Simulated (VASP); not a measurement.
La: single point with PBE

The system is La.

```
La
1.0
     3.29492    0.00000    0.00000
    -1.64746    2.85348    0.00000
     0.00000    0.00000    5.48764
La
2
Direct
  0.33333 0.66667 0.25000
  0.66667 0.33333 0.75000
```

* Program: VASP 6.6.1
* Task: single point
* Functional: PBE
* Potentials or basis: VASP PAW PBE potentials, release 64 (La)
* Cutoff: 520 eV
* k mesh: 13 × 13 × 7
* Occupations: fermi-dirac, width 0.1 eV
* Spin: no spin polarisation
* Dipole correction: no
* Further INCAR settings: ALGO = Normal; EDIFF = 1e-06; NBANDS = 18

```json
{"Pressure": "15.1 GPa", "Band gap on the k mesh": "zero (band 11 reaches 12.87 eV, above the bottom of band 12 at 11.08 eV)"}
```

Stress tensor (GPa, compression positive):
```
15.06  0.00  0.00
 0.00 15.06  0.00
 0.00  0.00 15.14
```

Levels at points of the mesh, in eV from the Fermi level:
```tsv
k point	band 7	band 8	band 9	band 10	band 11	band 12	band 13	band 14	band 15	band 16
(0.00, 0.00, 0.00)	-14.46	-14.46	-2.31	-2.06	0.88	1.53	1.53	1.79	1.95	2.16
```

Wall time 93 s on 1 thread of Intel Xeon 6975P-C (shared host), peak memory 0.23 GiB.

Caveat: spin-orbit coupling is left out, which moves the levels of the heavy elements.
